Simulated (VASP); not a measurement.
# Se (P3_121) in VASP: further runs

Se is run at these levels: LDA; tasks: single point.

Program: VASP 6.6.1. These are calculated values, not measurements. Logs are shortened: lines on timing, memory, paths and dates and some standing lists are left out, and cuts for length are marked.

### 1 The cell of the first run

The structure is trigonal, space group P3_121 (No. 152). Conventional cell: a = 3.953 Å, b = 3.953 Å, c = 5.121 Å, α = 90.00°, β = 90.00°, γ = 120.00°. Se (site symmetry 2) has 6 Se at 2.44 to 3.11 Å within 3.2 Å.

### 2 Single point, LDA

File INCAR:

```
SYSTEM = Se
  PREC = Accurate
  ENCUT = 520
  EDIFF = 1E-7
  ISMEAR = 1
  SIGMA = 0.1
  LREAL = .FALSE.
  LASPH = .TRUE.
  NELM = 80
  ALGO = Normal
  ISIF = 2
  LWAVE = .FALSE.
  LCHARG = .FALSE.
  GGA = CA
  NBANDS = 16
```

File KPOINTS:

```
regular mesh
0
G
  9 9 6
  0 0 0
```

File POSCAR:

```
Se
1.0
    3.9534579885      0.0000000000      0.0000000000
   -1.9767289943      3.4237950508      0.0000000000
    0.0000000000      0.0000000000      5.1205317866
Se
3
Direct
    0.2543546533      1.0000000000      0.3333333333
    1.0000000000      0.2543546533      0.6666666667
    0.7456453467      0.7456453467      1.0000000000
```

Potentials or basis: VASP PAW LDA potentials, release 64 (Se).

The run is started by

```bash
> cat potpaw_LDA.64/Se/POTCAR > POTCAR
> mpirun -np 1 vasp_std > vasp.out
```

OUTCAR:

```text
SYSTEM = Se
   PREC = Accurate
   ENCUT = 520
   EDIFF = 1E-7
   ISMEAR = 1
   LREAL = .FALSE.
   LASPH = .TRUE.
   NELM = 80
   ISIF = 2
   GGA = CA

 ion  position               nearest neighbor table
   1  0.254  0.000  0.333-   3 2.44   2 2.44
   2  0.000  0.254  0.667-   3 2.44   1 2.44
   3  0.746  0.746  0.000-   2 2.44   1 2.44

  LATTYP: Found a hexagonal cell.
 ALAT       =     3.9534579885
 C/A-ratio  =     1.2952032882

  Lattice vectors:

 A1 = (   3.9534579885,   0.0000000000,   0.0000000000)
 A2 = (  -1.9767289943,   3.4237950508,   0.0000000000)
 A3 = (   0.0000000000,   0.0000000000,   5.1205317866)

Analysis of symmetry for initial positions (statically):
=====================================================================
 Subroutine PRICEL returns:
 Original cell was already a primitive cell.

 Routine SETGRP: Setting up the symmetry group for a
 hexagonal supercell.

 Subroutine GETGRP returns: Found  6 space group operations
 (whereof  2 operations were pure point group operations)
 out of a pool of 24 trial point group operations.

The static configuration has the point symmetry C_2 .
 The point group associated with its full space group is D_3 .

Analysis of symmetry for dynamics (positions and initial velocities):
=====================================================================
 Subroutine PRICEL returns:
 Original cell was already a primitive cell.

 Routine SETGRP: Setting up the symmetry group for a
 hexagonal supercell.

 Subroutine GETGRP returns: Found  6 space group operations
 (whereof  2 operations were pure point group operations)
 out of a pool of 24 trial point group operations.

The dynamic configuration has the point symmetry C_2 .
 The point group associated with its full space group is D_3 .

 Subroutine INISYM returns: Found  6 space group operations
 (whereof  2 operations are pure point group operations),
 and found     1 'primitive' translations

----------------------------------------------------------------------------------------

                                     Primitive cell

  volume of cell :      69.3106

  direct lattice vectors                    reciprocal lattice vectors
     3.953457988  0.000000000  0.000000000     0.252943120  0.146036779  0.000000000
    -1.976728994  3.423795051  0.000000000     0.000000000  0.292073557  0.000000000
     0.000000000  0.000000000  5.120531787     0.000000000  0.000000000  0.195292216

  length of vectors
     3.953457988  3.953457988  5.120531787     0.292073557  0.292073557  0.195292216

  position of ions in fractional coordinates (direct lattice)
     0.254354653  0.000000000  0.333333333
     0.000000000  0.254354653  0.666666667
     0.745645347  0.745645347  0.000000000

  ion indices of the primitive-cell ions
   primitive index   ion index
                 1           1
                 2           2
                 3           3

----------------------------------------------------------------------------------------

 KPOINTS: regular mesh

Automatic generation of k-mesh.
 Grid dimensions read from file:
 generate k-points for:    9    9    6

 Generating k-lattice:

  Cartesian coordinates                     Fractional coordinates (reciprocal lattice)
     0.028104791  0.016226309  0.000000000     0.111111111  0.000000000  0.000000000
     0.000000000  0.032452617  0.000000000     0.000000000  0.111111111  0.000000000
     0.000000000  0.000000000  0.032548703     0.000000000  0.000000000  0.166666667

  Length of vectors
     0.032452617  0.032452617  0.032548703

  Shift w.r.t. Gamma in fractional coordinates (k-lattice)
     0.000000000  0.000000000  0.000000000

 Subroutine IBZKPT returns following result:
 ===========================================

 Found     62 irreducible k-points:

 Following reciprocal coordinates:
            Coordinates               Weight
  0.000000  0.000000  0.000000      1.000000
  0.111111  0.000000  0.000000      6.000000
  0.222222  0.000000  0.000000      6.000000
  0.333333  0.000000  0.000000      6.000000
  0.444444  0.000000  0.000000      6.000000
  0.111111  0.111111  0.000000      6.000000
[... 16 lines left out ...]
  0.222222  0.111111  0.166667     12.000000
 -0.111111  0.333333  0.166667     12.000000
 [... further k-points ...]
   k-points           NKPTS =     62   k-points in BZ     NKDIM =     62   number of bands    NBANDS=     16
   number of dos      NEDOS =    301   number of ions     NIONS =      3
   total plane-waves  NPLWV =  36000
   dimension x,y,z NGX =    30 NGY =   30 NGZ =   40
   dimension x,y,z NGXF=    60 NGYF=   60 NGZF=   80
   ions per type =               3
   NGX,Y,Z   is equivalent  to a cutoff of  12.62, 12.62, 12.99 a.u.
   NGXF,Y,Z  is equivalent  to a cutoff of  25.23, 25.23, 25.97 a.u.
 SYSTEM =  Se
   PREC   = accura    normal or accurate (medium, high low for compatibility)
   ISTART =      0    job   : 0-new  1-cont  2-samecut
   ICHARG =      2    charge: 1-file 2-atom 10-const
   ISPIN  =      1    spin polarized calculation?
   LNONCOLLINEAR =      F non collinear calculations
   LSORBIT =      F    spin-orbit coupling
   LASPH  =      T    aspherical Exc in radial PAW
   ENCUT  =  520.0 eV  38.22 Ry    6.18 a.u.   7.35  7.35  9.52*2*pi/ulx,y,z
   NELM   =     80;   NELMIN=  2; NELMDL= -5     # of ELM steps
   EDIFF  = 0.1E-06   stopping-criterion for ELM
   LREAL  =      F    real-space projection
   EDIFFG = 0.1E-05   stopping-criterion for IOM
   NSW    =      0    number of steps for IOM
   IBRION =     -1    ionic relax: 0-MD 1-quasi-New 2-CG
   NFREE  =      0    steps in history (QN), initial steepest desc. (CG)
   ISIF   =      2    stress and relaxation
   ISYM   =      2    0-nonsym 1-usesym 2-fastsym
   POTIM  = 0.5000    time-step for ionic-motion
   TEBEG  =    0.0;   TEEND  =   0.0 temperature during run
   PSTRESS=    0.0 pullay stress
   NELECT =      18.0000    total number of electrons
   NUPDOWN=      -1.0000    fix difference up-down
   EMIN   =  10.00;   EMAX   =-10.00  energy-range for DOS
   EFERMI =   0.00;   METHOD = LEGACY
   ISMEAR =     1;   SIGMA  =   0.10  broadening in eV -4-tet -1-fermi 0-gaus
   EFERMI_NEDOS =   21; number of points for ismear=-14 and -15
   IALGO  =     38    algorithm
   IMIX   =      4    mixing-type and parameters
     AMIX     =   0.40;   BMIX     =  1.00
     AMIX_MAG =   1.60;   BMIX_MAG =  1.00
  volume/ion in A,a.u.               =      23.10       155.91
  Fermi-wavevector in a.u.,A,eV,Ry     =   1.044477  1.973776 14.843043  1.090933
  Thomas-Fermi vector in A             =   2.179232
   LORBIT       =      0    0 simple, 1 ext, 2 COOP (PROOUT), +10 PAW based schemes
   GGA     = CA    functional components
   LHFCALC =     F    Hartree Fock is set to
   AEXX    =    0.0000 exact exchange contribution
   IVDW    =     0    specifies the selected vdW correction
   LEPSILON=     F    determine dielectric tensor
   LRPA    =     F    only Hartree local field effects (RPA)
 non-spin polarized calculation
 Methfessel and Paxton  Order N= 1 SIGMA  =   0.10
  energy-cutoff  :      520.00
  volume of cell :       69.31
 maximum number of plane-waves:      1904
 NGX is ok and might be reduce to    30
   NGX = 15   NGY = 15   NGZ = 19

 number of electron      18.0000001 magnetization

 Free energy of the ion-electron system (eV)
  ---------------------------------------------------
  ext. energy  EPLUGINS =         0.00000000
  ---------------------------------------------------
  free energy    TOTEN  =       -12.47708895 eV

  energy without entropy =      -12.47718437  energy(sigma->0) =      -12.47712076

 E-fermi :   4.4920     XC(G=0):  -9.9939

 val. band max:        4.4108729408   @ k =   0.3333   0.3333   0.5000
 cond. band min:       4.6936413949   @ k =   0.3333   0.3333   0.5000
 fundamental gap:      0.2827684542
 Fermi energy:         4.4920471140

 k-point     1 :       0.0000    0.0000    0.0000
  band No.  band energies     occupation
      1     -11.9495      2.00000
      2      -7.7486      2.00000
      3      -7.7486      2.00000
      4       0.6396      2.00000
      5       0.9649      2.00000
      6       0.9649      2.00000
[... 8 lines left out ...]
     15      11.3901      0.00000
     16      12.6073      0.00000

 k-point     2 :       0.1111    0.0000    0.0000
  band No.  band energies     occupation
      1     -11.8542      2.00000
      2      -7.7808      2.00000
      3      -7.7204      2.00000
      4      -0.0584      2.00000
      5       0.5354      2.00000
      6       0.8733      2.00000
[... 8 lines left out ...]
     15      11.8681      0.00000
     16      12.4930      0.00000

 k-point     3 :       0.2222    0.0000    0.0000
  band No.  band energies     occupation
      1     -11.5841      2.00000
      2      -7.9163      2.00000
      3      -7.6452      2.00000
      4      -0.9396      2.00000
      5      -0.0765      2.00000
      6       0.5239      2.00000
[... 8 lines left out ...]
     15      12.4495      0.00000
     16      13.0963      0.00000

 k-point     4 :       0.3333    0.0000    0.0000
  band No.  band energies     occupation
      1     -11.2018      2.00000
      2      -8.1981      2.00000
      3      -7.5526      2.00000
      4      -1.3911      2.00000
      5      -0.5646      2.00000
      6       0.2231      2.00000
[... 8 lines left out ...]
     15      13.3968      0.00000
     16      14.2194      0.00000
[... 324 lines left out ...]
 k-point    22 :       0.1111    0.1111    0.1667
  band No.  band energies     occupation
      1     -11.5469      2.00000
      2      -8.8147      2.00000
      3      -6.7612      2.00000
      4      -0.5732      2.00000
      5      -0.1927      2.00000
      6       0.9308      2.00000
[... 8 lines left out ...]
     15      12.1998      0.00000
     16      12.5812      0.00000

 k-point    23 :       0.2222    0.1111    0.1667
  band No.  band energies     occupation
      1     -11.2265      2.00000
      2      -8.6990      2.00000
      3      -7.0944      2.00000
      4      -1.0470      2.00000
      5      -0.5170      2.00000
      6       0.7325      2.00000
[... 8 lines left out ...]
     15      12.8104      0.00000
     16      13.1048      0.00000

 k-point    24 :      -0.1111    0.3333    0.1667
  band No.  band energies     occupation
      1     -11.2198      2.00000
      2      -8.7691      2.00000
      3      -6.9698      2.00000
      4      -1.3154      2.00000
      5      -0.7022      2.00000
      6       0.5368      2.00000
[... 8 lines left out ...]
     15      13.2267      0.00000
     16      13.9527      0.00000

 [... further k-points ...]
[... 5 lines left out ...]
  --------------------------------------------------------------------------------------
  -------------------------------------------------------------------------------------
  Total        0.0634887      0.0634887      0.1157163     -0.0000000     -0.0000000     -0.0000000
  in kB        1.4675989      1.4675989      2.6748852     -0.0000000     -0.0000000     -0.0000000
  external PRESSURE =       1.8700277 kB  Pullay stress =       0.0000000 kB

 VOLUME and BASIS-vectors are now :
 -----------------------------------------------------------------------------
  energy-cutoff  :      520.00
  volume of cell :       69.31
      direct lattice vectors                 reciprocal lattice vectors
     3.953457988  0.000000000  0.000000000     0.252943120  0.146036779  0.000000000
    -1.976728994  3.423795051  0.000000000     0.000000000  0.292073557  0.000000000
     0.000000000  0.000000000  5.120531787     0.000000000  0.000000000  0.195292216

 POSITION                                       TOTAL-FORCE (eV/Angst)
 -----------------------------------------------------------------------------------
      1.00558      0.00000      1.70684         0.051885      0.000000     -0.000000
     -0.50279      0.87086      3.41369        -0.025942      0.044934      0.000000
      1.47394      2.55294      0.00000        -0.025942     -0.044934     -0.000000
 -----------------------------------------------------------------------------------
    total drift:                               -0.000000     -0.000001      0.000000

  FREE ENERGIE OF THE ION-ELECTRON SYSTEM (eV)
  ---------------------------------------------------
  free  energy   TOTEN  =       -12.4770889464 eV

  energy  without entropy=      -12.4771843747  energy(sigma->0) =      -12.47712076
```

Wall time 26 s (1 thread of Intel Xeon 6975P-C (Granite Rapids), shared host); peak memory 0.18 GiB.

What came out:

```yaml
Free_energy: -12.4771 eV
Pressure: 0.2 GPa
Largest_force: 0.052 eV/Å
Band_gap_on_the_k_mesh: 0.28 eV, direct
```

Forces in eV/Å, atoms in the order of the input:
```
Se   0.052  0.000  0.000
Se  -0.026  0.045  0.000
Se  -0.026 -0.045  0.000
```

Stress tensor (GPa, compression positive):
```
0.15 0.00 0.00
0.00 0.15 0.00
0.00 0.00 0.27
```

(Part 1 of 2 ends here.)
